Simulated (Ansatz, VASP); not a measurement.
HfB2 in VASP and in Ansatz

Contents of INCAR:

```
PREC = Accurate
ENCUT = 600
EDIFF = 1E-6
ISMEAR = 0
SIGMA = 0.1
LREAL = False
LASPH = True
NELM = 60
ALGO = Normal
ISIF = 3
LWAVE = False
LCHARG = False
GGA = PE
IBRION = 2
NSW = 90
EDIFFG = -0.04
```

The input KPOINTS:

```
Automatic mesh
0
Gamma
  4 4 4
```

The input POSCAR:

```
HfB2
1.0
    4.9326086900      0.0000000000      0.0000000000
    0.0000000000      2.6265313000      2.8258567700
    0.0000000000     -2.6265313000      2.8258567700
Hf B
2 4
Direct
    0.2500000000      0.0869515900      0.0771445100
    0.7500000000      0.0771445100      0.0869515900
    0.2500000000      0.8432600900      0.6997048500
    0.7500000000      0.6997048500      0.8432600900
    0.0000000000      0.8702385400      0.8702385400
    0.5000000000      0.8702385400      0.8702385400
```

Input for Ansatz:

```yaml
crystal:
  lattice:
    - [4.93260869, 0.0, 0.0]
    - [0.0, 2.6265313, 2.82585677]
    - [0.0, -2.6265313, 2.82585677]
  atoms:
    - { symbol: Hf, position: [0.25, 0.08695159, 0.07714451] }
    - { symbol: Hf, position: [0.75, 0.07714451, 0.08695159] }
    - { symbol: B, position: [0.25, 0.84326009, 0.69970485] }
    - { symbol: B, position: [0.75, 0.69970485, 0.84326009] }
    - { symbol: B, position: [0.0, 0.87023854, 0.87023854] }
    - { symbol: B, position: [0.5, 0.87023854, 0.87023854] }
basis:
  ecutwfc: 420
kpoints:
  mp_grid: { grid: [4, 4, 4] }
hamiltonian:
  xc: pbe
scf:
  occupations: { method: gaussian, width: 0.1 }
  lower_state_search: "off"
output:
  forces: true
  stress: true
  eigenvalues: true
relax:
  adjacent_minimum: "off"
  f_tol: 0.04
  max_steps: 70
  cell: { stress_tol: 0.4 }
```

Alike in both runs: task relaxation of cell and atoms; functional PBE; k mesh 4 × 4 × 4; occupations gaussian, width 0.1 eV; no spin polarisation.

```csv
,VASP,Ansatz
version,VASP 6.6.1,Ansatz 0.2.0
potentials or method,"VASP PAW PBE potentials, release 64 (Hf_pv, B), cutoff 600 eV","scalar-relativistic, plane waves, PAW"
valence electrons in the cell,32,64
```

Ansatz gave:

| Item | Value |
| --- | --- |
| gap on the k mesh at the Fermi level, each at its own relaxed structure (eV) | none |
| relaxed volume (Å³/atom) | 11.91 |
| relaxed cell length with the largest relative difference (Å) | 3.355 |

**Question.** Estimate VASP's values.

**Answer.** gap on the k mesh at the Fermi level, each at its own relaxed structure (eV): none; relaxed volume (Å³/atom): 11.89; relaxed cell length with the largest relative difference (Å): 3.352.

A gap of «none» marks a metal or a gap that the smearing closes. VASP's potentials hold 32 valence electrons a cell and Ansatz's 64, so a difference there can come from the potentials and not from the codes.

The k mesh is coarse, so the values compare programs but aren't converged. Neither program's run includes spin-orbit coupling.
